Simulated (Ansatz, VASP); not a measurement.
# Two plane-wave programs on Rh

```
CELL_PARAMETERS angstrom
2.63680 0.00000 0.00000
-1.31840 2.28353 0.00000
0.00000 0.00000 8.61847
ATOMIC_POSITIONS crystal
Rh 0.66667 0.33333 0.75000
Rh 0.00000 0.00000 0.50000
Rh 0.33333 0.66667 0.25000
Rh 0.00000 0.00000 0.00000
```

Alike in both runs: task single point; functional LDA; k mesh 11 × 11 × 3; occupations fermi-dirac, width 0.05 eV; no spin polarisation.

```csv
,VASP,Ansatz
version,VASP 6.6.1,Ansatz 0.2.0
potentials or method,"VASP PAW LDA potentials, release 64 (Rh_sv_GW)",Ansatz PAW
plane-wave cutoff (eV),530,420
valence electrons in the cell,68,68
```

```tsv
	VASP	Ansatz	Ansatz less VASP
gap on the k mesh at the Fermi level (eV)	none	none	-
pressure (GPa)	5.1	7.0	+1.94
traceless stress, the component that is largest in VASP (GPa)	-1.29	-1.29	+0.005
```

LDA's correlation is that of Perdew and Zunger in VASP and of Perdew and Wang (1992) in Ansatz. A gap of «none» marks a metal or a gap that the smearing closes.
